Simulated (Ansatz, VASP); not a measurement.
NaI: VASP beside Ansatz

```xyz
4
Lattice="4.7723 0.0000 -0.2386 0.0000 4.1019 0.0000 -0.3387 0.0000 6.2773" Properties=species:S:1:pos:R:3 pbc="T T T"
Na    1.1084    2.0509    1.5096
Na    3.3252    2.0509    4.5291
I     0.9391    0.0000    4.6477
I     3.4945    0.0000    1.3909
```

Change from the starting cell: engineering shear strain xz -0.1000, normal strain along z -0.0733.

Alike in both runs: task single point; functional PBE; dispersion D3(BJ); k mesh 6 × 8 × 4; occupations gaussian, width 0.05 eV; no spin polarisation.

|  | VASP | Ansatz |
| --- | --- | --- |
| version | VASP 6.6.1 | Ansatz 0.2.0 |
| potentials or method | VASP PAW PBE potentials, release 64 (Na_pv, I), cutoff 520 eV | scalar-relativistic, plane waves, PAW |
| valence electrons in the cell | 28 | 52 |

Ansatz gave:

| Item | Value |
| --- | --- |
| gap on the k mesh at the Fermi level (eV) | 2.02 |
| least direct gap on the mesh (eV) | 2.27 |
| pressure (GPa) | 1.3 |
| traceless stress, the component that is largest in VASP (GPa) | 2.62 |

Q: What did VASP give for the same quantities?

A: gap on the k mesh at the Fermi level (eV): 2.02; least direct gap on the mesh (eV): 2.26; pressure (GPa): 1.3; traceless stress, the component that is largest in VASP (GPa): 2.62.

VASP's potentials hold 28 valence electrons a cell and Ansatz's 52, so a difference there can come from the potentials and not from the codes.

Spin-orbit coupling is off throughout.
